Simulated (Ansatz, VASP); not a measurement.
# InSe in VASP and in Ansatz

The input INCAR:

```
SYSTEM = InSe
PREC = Accurate
ENCUT = 520
EDIFF = 1E-7
ISMEAR = 0
SIGMA = 0.05
LREAL = .False.
LASPH = .True.
NELM = 60
ALGO = Normal
ISIF = 2
LWAVE = .False.
LCHARG = .True.
GGA = PS
LELF = .True.
LVHAR = .True.
NBANDS = 27
```

KPOINTS

```
Automatic mesh
0
Gamma
  8 8 6
  0 0 0
```

Contents of POSCAR:

```
InSe
1.0
    5.8749264423     -2.0552742521     -0.0052948673
    5.8749264423      2.0552742521     -0.0052948673
   -1.6051187023      0.0000000000      4.2720903652
In Se
2 2
Direct
    0.8858026589      0.8858026589      0.0290539339
    0.1141973411      0.1141973411      0.9709460661
    0.6391594622      0.6391594622      0.6111173914
    0.3452787783      0.3452787783      0.3625132294
```

Input for Ansatz:

```yaml
crystal:
  lattice:
    - [5.8749264423, -2.0552742521, -0.0052948673]
    - [5.8749264423, 2.0552742521, -0.0052948673]
    - [-1.6051187023, 0.0, 4.2720903652]
  atoms:
    - { symbol: In, position: [0.8858026589, 0.8858026589, 0.0290539339] }
    - { symbol: In, position: [0.1141973411, 0.1141973411, 0.9709460661] }
    - { symbol: Se, position: [0.6391594622, 0.6391594622, 0.6111173914] }
    - { symbol: Se, position: [0.3452787783, 0.3452787783, 0.3625132294] }
basis:
  ecutwfc: 420
kpoints:
  mp_grid: { grid: [8, 8, 6] }
hamiltonian:
  xc: pbesol
scf:
  occupations: { method: gaussian, width: 0.05 }
output:
  forces: true
  stress: true
  eigenvalues: true
```

Alike in both runs: task single point; functional PBEsol; k mesh 8 × 8 × 6; occupations gaussian, width 0.05 eV; no spin polarisation.

|  | VASP | Ansatz |
| --- | --- | --- |
| version | VASP 6.6.1 | Ansatz 0.2.0 |
| potentials or method | VASP PAW PBE potentials, release 64 (In_d, Se), cutoff 520 eV | scalar-relativistic, plane waves, PAW |
| valence electrons in the cell | 38 | 58 |

VASP gave:

| Quantity | Value |
| --- | --- |
| gap on the k mesh at the Fermi level (eV) | 0.39 |
| least direct gap on the mesh (eV) | 0.79 |
| pressure (GPa) | -0.8 |
| traceless stress, the component that is largest in VASP (GPa) | -1.12 |
| rms of the force components (eV/Å) | 0.288 |

Estimate Ansatz's values.

gap on the k mesh at the Fermi level (eV): 0.40; least direct gap on the mesh (eV): 0.79; pressure (GPa): -0.8; traceless stress, the component that is largest in VASP (GPa): -1.12; rms of the force components (eV/Å): 0.291.

VASP's potentials were made for PBE, not for PBEsol. Atom by atom the forces differ by 0.009 eV/Å (rms over components). VASP's potentials hold 38 valence electrons a cell and Ansatz's 58, so a difference there can come from the potentials and not from the codes.
